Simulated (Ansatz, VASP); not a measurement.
Two plane-wave programs on Rb

File INCAR:

```
SYSTEM = Rb
ALGO = Fast
EDIFF = 1E-7
ENCUT = 520
GGA = PE
ISIF = 2
ISMEAR = 0
LASPH = .TRUE.
LCHARG = .FALSE.
LREAL = .FALSE.
LWAVE = .FALSE.
NBANDS = 10
NELM = 100
PREC = Accurate
SIGMA = 0.1
```

KPOINTS

```
k-points
0
G
  10 10 10
  0 0 0
```

The input POSCAR:

```
Rb
1.0
   -2.9176320032      2.9176320032      2.9176320032
    2.9176320032     -2.9176320032      2.9176320032
    2.9176320032      2.9176320032     -2.9176320032
Rb
1
Direct
    0.0000000000      0.0000000000      0.0000000000
```

Input for Ansatz:

```yaml
crystal:
  lattice:
    - [-2.9176320032, 2.9176320032, 2.9176320032]
    - [2.9176320032, -2.9176320032, 2.9176320032]
    - [2.9176320032, 2.9176320032, -2.9176320032]
  atoms:
    - { symbol: Rb, position: [0.0, 0.0, 0.0] }
basis:
  ecutwfc: 600.0
kpoints:
  mp_grid: { grid: [10, 10, 10] }
hamiltonian:
  xc: pbe
  pseudopotentials: { kind: paw }
scf:
  occupations: { method: gaussian, width: 0.1 }
output:
  forces: true
  stress: true
  eigenvalues: true
```

Alike in both runs: task single point; functional PBE; k mesh 10 × 10 × 10; occupations gaussian, width 0.1 eV; no spin polarisation.

|  | VASP | Ansatz |
| --- | --- | --- |
| version | VASP 6.6.1 | Ansatz 0.2.0 |
| potentials or method | VASP PAW PBE potentials, release 64 (Rb_sv), cutoff 520 eV | scalar-relativistic, plane waves, PAW |
| valence electrons in the cell | 9 | 9 |

```csv
,VASP,Ansatz,Ansatz less VASP
gap on the k mesh at the Fermi level (eV),none,none,-
pressure (GPa),-0.2,-0.2,0.00
```

A gap of «none» marks a metal or a gap that the smearing closes. With one functional, cell and mesh, what is left measures potentials, basis and numerics.
